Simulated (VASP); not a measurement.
**C: single point with PBEsol**

Crystal: C.

```
C
1.0
     2.53267    0.00000    0.00000
    -1.26633    2.19335    0.00000
     0.00000    0.00000    7.16213
C
4
Direct
  0.00000 0.00000 0.25000
  0.00000 0.00000 0.75000
  0.33333 0.66667 0.25000
  0.66667 0.33333 0.75000
```

This cell differs from its parent crystal: biaxial strain in the a-b plane: +3.0 %.

* Program: VASP 6.6.1
* Task: single point
* Functional: PBEsol
* Potentials or basis: VASP PAW PBE potentials, release 64 (C)
* Cutoff: 520 eV
* k mesh: 24 × 24 × 8
* Occupations: gaussian, width 0.1 eV
* Spin: no spin polarisation
* Dipole correction: no
* Further INCAR settings: ALGO = Normal; EDIFF = 1e-06; NBANDS = 16

```json
{"Pressure": "-19.9 GPa", "Band gap on the k mesh": "zero (band 8 reaches 3.59 eV, above the bottom of band 9 at 3.58 eV)"}
```

Stress tensor (GPa, compression positive):
```
-29.92   0.00   0.00
  0.00 -29.92   0.00
  0.00   0.00   0.13
```

Levels at points of the mesh, in eV from the Fermi level:
```tsv
k point	band 5	band 6	band 7	band 8	band 9	band 10	band 11	band 12
(0.00, 0.00, 0.00)	-3.01	-3.01	-3.00	-3.00	3.90	7.78	7.78	7.81
(0.50, 0.00, 0.00)	-6.18	-6.14	-2.49	-1.99	1.45	1.97	6.47	6.72
(0.00, 0.00, 0.50)	-3.01	-3.01	-3.01	-3.01	6.10	6.10	7.79	7.79
(0.50, 0.00, 0.50)	-6.16	-6.16	-2.21	-2.21	1.59	1.59	6.60	6.60
```

It took 120 s on 1 thread of Intel(R) Xeon(R) Platinum 8375C CPU @ 2.90GHz (Ice Lake), with other jobs on the host, peak memory 0.25 GiB.

Caveat: the cell differs from its parent crystal (biaxial strain in the a-b plane: +3.0 %); the PAW data sets were made with another functional, which shifts forces and pressure a little; this functional lacks dispersion, which binds the layers, so the pressure and a relaxed spacing across them are unreliable.
